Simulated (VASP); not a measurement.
# Ba in VASP: a series of runs, part 2 of 2

VASP 6.6.1. Earlier steps stand in the parts before.

**3. Electric field gradients, PBEsol**

INCAR reads:

```
SYSTEM = Ba
ALGO = Normal
EDIFF = 1E-8
ENCUT = 520
GGA = PS
ISIF = 2
ISMEAR = -1
LASPH = .TRUE.
LCHARG = .FALSE.
LEFG = .TRUE.
LREAL = .FALSE.
LWAVE = .FALSE.
NBANDS = 11
NELM = 100
PREC = Accurate
SIGMA = 0.05
```

KPOINTS reads:

```
k-points
0
G
  10 10 10
  0 0 0
```

POSCAR reads:

```
Ba
1.0
   -2.5253813615      2.5253813615      2.4500000000
    2.5253813615     -2.5253813615      2.4500000000
    2.5253813615      2.5253813615     -2.4500000000
Ba
1
Direct
    0.0000000000      0.0000000000      0.0000000000
```

Potentials or basis: VASP PAW PBE potentials, release 64 (Ba_sv).

The run is started by

```console
cat potpaw_PBE.64/Ba_sv/POTCAR > POTCAR
mpirun -np 1 vasp_std > vasp.out
```

OUTCAR:

```text
SYSTEM = Ba
   EDIFF = 1E-8
   ENCUT = 520
   GGA = PS
   ISIF = 2
   ISMEAR = -1
   LASPH = .TRUE.
   LREAL = .FALSE.
   NELM = 100
   PREC = Accurate

 ion  position               nearest neighbor table
   1  0.000  0.000  0.000-

  LATTYP: Found a body centered tetragonal cell.
 ALAT       =     5.0507627230
 C/A-ratio  =     0.9701505037

  Lattice vectors:

 A1 = (  -2.5253813615,   2.5253813615,   2.4500000000)
 A2 = (   2.5253813615,  -2.5253813615,   2.4500000000)
 A3 = (   2.5253813615,   2.5253813615,  -2.4500000000)

Analysis of symmetry for initial positions (statically):
=====================================================================
 Subroutine PRICEL returns:
 Original cell was already a primitive cell.

 Routine SETGRP: Setting up the symmetry group for a
 body centered tetragonal supercell.

 Subroutine GETGRP returns: Found 16 space group operations
 (whereof 16 operations were pure point group operations)
 out of a pool of 16 trial point group operations.

The static configuration has the point symmetry D_4h.

Analysis of symmetry for dynamics (positions and initial velocities):
=====================================================================
 Subroutine PRICEL returns:
 Original cell was already a primitive cell.

 Routine SETGRP: Setting up the symmetry group for a
 body centered tetragonal supercell.

 Subroutine GETGRP returns: Found 16 space group operations
 (whereof 16 operations were pure point group operations)
 out of a pool of 16 trial point group operations.

The dynamic configuration has the point symmetry D_4h.

 Subroutine INISYM returns: Found 16 space group operations
 (whereof 16 operations are pure point group operations),
[... 162 lines left out ...]
     11       8.4474      0.00000
[... 309 lines left out ...]
 k-point    24 :       0.4000    0.3000    0.0000
  band No.  band energies     occupation
      1     -27.2318      2.00000
      2     -12.5808      2.00000
      3     -12.4882      2.00000
      4     -12.2664      2.00000
      5       1.5295      1.19705
      6       2.0352      0.00012
      7       2.2498      0.00000
      8       4.9376      0.00000
      9       5.1161      0.00000
     10       6.5301      0.00000
     11       7.6821      0.00000

 [... further k-points ...]

------------------------ aborting loop because EDIFF is reached ----------------------------------------

  FORCE on cell =-STRESS in cart. coord.  units (eV):
  Direction    XX          YY          ZZ          XY          YZ          ZX
  --------------------------------------------------------------------------------------
  -------------------------------------------------------------------------------------
  Total       -0.2320951     -0.2320951     -0.1722713      0.0000000      0.0000000      0.0000000
  in kB       -5.9497214     -5.9497214     -4.4161462      0.0000000      0.0000000      0.0000000
  external PRESSURE =      -5.4385297 kB  Pullay stress =       0.0000000 kB

 VOLUME and BASIS-vectors are now :
 -----------------------------------------------------------------------------
  energy-cutoff  :      520.00
  volume of cell :       62.50
      direct lattice vectors                 reciprocal lattice vectors
    -2.525381362  2.525381362  2.450000000     0.000000000  0.197989899  0.204081633
     2.525381362 -2.525381362  2.450000000     0.197989899  0.000000000  0.204081633
     2.525381362  2.525381362 -2.450000000     0.197989899  0.197989899  0.000000000

 POSITION                                       TOTAL-FORCE (eV/Angst)
 -----------------------------------------------------------------------------------
      0.00000      0.00000      0.00000        -0.000000      0.000000      0.000000
 -----------------------------------------------------------------------------------
    total drift:                                0.000000      0.000000     -0.000000

  FREE ENERGIE OF THE ION-ELECTRON SYSTEM (eV)
  ---------------------------------------------------
  free  energy   TOTEN  =        -2.1456480765 eV

  energy  without entropy=       -2.1345082840  energy(sigma->0) =       -2.14007818

 Electric field gradients (V/A^2)
---------------------------------------------------------------------
 ion       V_xx      V_yy      V_zz      V_xy      V_xz      V_yz
---------------------------------------------------------------------
   1      -0.203    -0.203     0.407     0.000     0.000     0.000
---------------------------------------------------------------------

 Electric field gradients after diagonalization (V/A^2)
 (convention: |V_zz| > |V_xx| > |V_yy|)
----------------------------------------------------------------------
 ion       V_xx      V_yy      V_zz     asymmetry (V_yy - V_xx)/ V_zz
----------------------------------------------------------------------
   1      -0.203    -0.203     0.407       0.000
----------------------------------------------------------------------

           NMR quadrupolar parameters

 Cq : quadrupolar parameter    Cq=e*Q*V_zz/h
 eta: asymmetry parameters     (V_yy - V_xx)/ V_zz
 Q  : nuclear electric quadrupole moment in mb (millibarn)
----------------------------------------------------------------------
 ion       Cq(MHz)       eta       Q (mb)
----------------------------------------------------------------------
   1       0.001       0.000       1.000
----------------------------------------------------------------------
```

OSZICAR:

```text
N       E                     dE             d eps       ncg     rms          rms(c)
DAV:   1     0.561755667204E+02    0.56176E+02   -0.41813E+03  2244   0.746E+02
DAV:   2     0.756232581955E+00   -0.55419E+02   -0.53741E+02  2722   0.136E+02
DAV:   3    -0.205975548565E+01   -0.28160E+01   -0.27980E+01  2824   0.323E+01
DAV:   4    -0.214426886416E+01   -0.84513E-01   -0.84352E-01  2990   0.529E+00
DAV:   5    -0.214675216594E+01   -0.24833E-02   -0.24831E-02  2973   0.718E-01    0.159E+00
DAV:   6    -0.214593488701E+01    0.81728E-03   -0.36752E-03  2821   0.532E-01    0.940E-01
DAV:   7    -0.214554662690E+01    0.38826E-03   -0.52943E-03  2629   0.700E-01    0.418E-02
DAV:   8    -0.214564364930E+01   -0.97022E-04   -0.28654E-04  3572   0.921E-02    0.250E-02
DAV:   9    -0.214564788348E+01   -0.42342E-05   -0.42818E-06  2660   0.202E-02    0.422E-03
DAV:  10    -0.214564827210E+01   -0.38862E-06   -0.19662E-06  2779   0.870E-03    0.112E-03
DAV:  11    -0.214564819791E+01    0.74189E-07   -0.25490E-07  3483   0.318E-03    0.679E-04
DAV:  12    -0.214564803488E+01    0.16303E-06   -0.19707E-08  2669   0.110E-03    0.114E-04
DAV:  13    -0.214564806869E+01   -0.33811E-07   -0.55022E-10  1485   0.162E-04    0.376E-05
DAV:  14    -0.214564807646E+01   -0.77702E-08   -0.25526E-10  1440   0.894E-05
   1 F= -.21456481E+01 E0= -.21400782E+01  d E =-.111398E-01
```

Wall time 29 s (1 thread of AMD EPYC 9R45 (Zen 5), shared host); peak memory 0.19 GiB.

Results:

* Free energy: -2.1456 eV
* Pressure: -0.5 GPa
* Band gap on the k mesh: zero (band 5 reaches 1.94 eV, above the bottom of band 6 at 1.04 eV)

Stress tensor (GPa, compression positive):
```
-0.59  0.00  0.00
 0.00 -0.59  0.00
 0.00  0.00 -0.44
```

Levels at points of the mesh, in eV from the Fermi level:
```
           k point  band 1  band 2  band 3  band 4  band 5  band 6  band 7  band 8  band 9  band 10
(0.00, 0.00, 0.00)  -28.83  -13.76  -13.76  -13.76   -2.76    1.71    1.90    1.90    3.14     3.41
(0.50, 0.00, 0.00)  -28.79  -14.23  -13.92  -13.77   -0.89    0.62    1.33    3.29    3.91     5.30
(0.50, 0.50, 0.00)  -28.79  -14.24  -13.90  -13.75   -0.91    0.82    1.23    3.07    3.74     5.27
(0.50, 0.50, 0.50)  -28.75  -14.10  -14.10  -14.07   -0.56   -0.51    4.28    4.28    4.61     4.77
```

Electric field gradients, principal values (V/Å²):
| atom | least | middle | greatest (by size) |
| --- | --- | --- | --- |
| 1 Ba | -0.203 | -0.203 | 0.407 |

Caveat: without QUAD_EFG the Cq values of the log hold for a quadrupole moment of 1 mb, not for the nuclei; the PAW data sets were made with another functional, which shifts forces and pressure a little; spin-orbit coupling is left out, which moves the levels of the heavy elements.

**4. Electric field gradients, PBE (volume scaled by 0.96)**

INCAR reads:

```
PREC = Accurate
ENCUT = 520
EDIFF = 1E-8
ISMEAR = -1
SIGMA = 0.05
LREAL = F
LASPH = T
NELM = 60
ALGO = Normal
ISIF = 2
LWAVE = F
LCHARG = F
GGA = PE
LEFG = T
NBANDS = 11
```

KPOINTS reads:

```
regular mesh
0
Gamma
  10 10 10
```

POSCAR reads:

```
Ba
1.0
   -2.4662120743      2.4662120743      2.4662120743
    2.4662120743     -2.4662120743      2.4662120743
    2.4662120743      2.4662120743     -2.4662120743
Ba
1
Direct
    0.0000000000      0.0000000000      0.0000000000
```

Potentials or basis: VASP PAW PBE potentials, release 64 (Ba_sv).

The run is started by

```console
cat potpaw_PBE.64/Ba_sv/POTCAR > POTCAR
mpirun -np 1 vasp_std > vasp.out
```

OUTCAR:

```text
PREC = Accurate
   ENCUT = 520
   EDIFF = 1E-8
   ISMEAR = -1
   LREAL = F
   LASPH = T
   NELM = 60
   ISIF = 2
   GGA = PE

 ion  position               nearest neighbor table
   1  0.000  0.000  0.000-

  LATTYP: Found a body centered cubic cell.
 ALAT       =     4.9324241486

  Lattice vectors:

 A1 = (  -2.4662120743,   2.4662120743,   2.4662120743)
 A2 = (   2.4662120743,  -2.4662120743,   2.4662120743)
[... 543 lines left out ...]
    total drift:                                0.000000      0.000000     -0.000000

  FREE ENERGIE OF THE ION-ELECTRON SYSTEM (eV)
  ---------------------------------------------------
  free  energy   TOTEN  =        -1.9060159060 eV

  energy  without entropy=       -1.8948219322  energy(sigma->0) =       -1.90041892

 Electric field gradients (V/A^2)
---------------------------------------------------------------------
 ion       V_xx      V_yy      V_zz      V_xy      V_xz      V_yz
---------------------------------------------------------------------
   1       0.000    -0.000    -0.000     0.000     0.000     0.000
---------------------------------------------------------------------

 Electric field gradients after diagonalization (V/A^2)
 (convention: |V_zz| > |V_xx| > |V_yy|)
----------------------------------------------------------------------
 ion       V_xx      V_yy      V_zz     asymmetry (V_yy - V_xx)/ V_zz
----------------------------------------------------------------------
   1      -0.000    -0.000     0.000       0.000
----------------------------------------------------------------------

           NMR quadrupolar parameters

 Cq : quadrupolar parameter    Cq=e*Q*V_zz/h
 eta: asymmetry parameters     (V_yy - V_xx)/ V_zz
 Q  : nuclear electric quadrupole moment in mb (millibarn)
----------------------------------------------------------------------
 ion       Cq(MHz)       eta       Q (mb)
----------------------------------------------------------------------
   1       0.000       0.000       1.000
----------------------------------------------------------------------
```

OSZICAR:

```text
N       E                     dE             d eps       ncg     rms          rms(c)
DAV:   1     0.543079261041E+02    0.54308E+02   -0.42724E+03  1034   0.752E+02
DAV:   2     0.708650104839E+00   -0.53599E+02   -0.52030E+02  1249   0.138E+02
DAV:   3    -0.183560546607E+01   -0.25443E+01   -0.25259E+01  1297   0.309E+01
DAV:   4    -0.190410598033E+01   -0.68501E-01   -0.68306E-01  1319   0.484E+00
DAV:   5    -0.190702683524E+01   -0.29209E-02   -0.29204E-02  1344   0.740E-01    0.172E+00
DAV:   6    -0.190587438497E+01    0.11525E-02   -0.43057E-03  1306   0.573E-01    0.102E+00
DAV:   7    -0.190580201555E+01    0.72369E-04   -0.67432E-03  1203   0.848E-01    0.462E-02
DAV:   8    -0.190600245159E+01   -0.20044E-03   -0.36192E-04  1548   0.112E-01    0.364E-02
DAV:   9    -0.190601512147E+01   -0.12670E-04   -0.11107E-05  1238   0.258E-02    0.481E-03
DAV:  10    -0.190601598944E+01   -0.86797E-06   -0.21210E-06  1330   0.896E-03    0.220E-03
DAV:  11    -0.190601606210E+01   -0.72660E-07   -0.62697E-07  1443   0.694E-03    0.735E-04
DAV:  12    -0.190601586801E+01    0.19409E-06   -0.37368E-08  1260   0.155E-03    0.833E-05
DAV:  13    -0.190601587950E+01   -0.11492E-07   -0.13964E-09   712   0.269E-04    0.375E-05
DAV:  14    -0.190601590239E+01   -0.22891E-07   -0.63453E-10   654   0.120E-04    0.135E-05
DAV:  15    -0.190601590601E+01   -0.36146E-08   -0.23738E-10   628   0.708E-05
   1 F= -.19060159E+01 E0= -.19004189E+01  d E =-.111940E-01
```

It took 23 s on 1 thread of Intel Xeon 6975P-C, shared host; peak memory 0.18 GiB.

Results:

```
Free energy            : -1.9060 eV
Pressure               : 0.6 GPa
Band gap on the k mesh : zero (band 5 reaches 2.17 eV, above the bottom of band 6 at 1.20 eV)
```

Levels at points of the mesh, in eV from the Fermi level:
```
           k point  band 3  band 4  band 5  band 6  band 7  band 8
(0.00, 0.00, 0.00)  -13.71  -13.71   -2.76    1.90    1.90    1.90
(0.50, 0.00, 0.00)  -13.88  -13.71   -0.91    0.70    1.42    3.36
(0.50, 0.50, 0.50)  -14.08  -14.08   -0.60   -0.60    4.62    4.62
```

Caveat: without QUAD_EFG the Cq values of the log hold for a quadrupole moment of 1 mb, not for the nuclei; spin-orbit coupling is left out, which moves the levels of the heavy elements.

**5. The runs side by side**

```tsv
level	cell	gap on the mesh (eV)	pressure (GPa)
PBE	a = 4.331 Å, angles 108.7, 108.7, 111.1°, 1 atom	none	0.2
PBEsol	a = 4.331 Å, angles 108.7, 108.7, 111.1°, 1 atom	none	-0.5
PBE	a = 4.272 Å, angles 109.5°, 1 atom	none	0.6
```

Alike in all rows: task electric field gradients; potentials or basis VASP PAW PBE potentials, release 64 (Ba_sv); no spin polarisation; k mesh 10 × 10 × 10; cutoff (eV) 520; smearing fermi-dirac 0.05 eV.

Caveats: spin-orbit coupling is left out, which moves the levels of the heavy elements; the PAW data sets were made with another functional, which shifts forces and pressure a little (some runs).

Absolute energies hang on the potentials; compare differences alone.
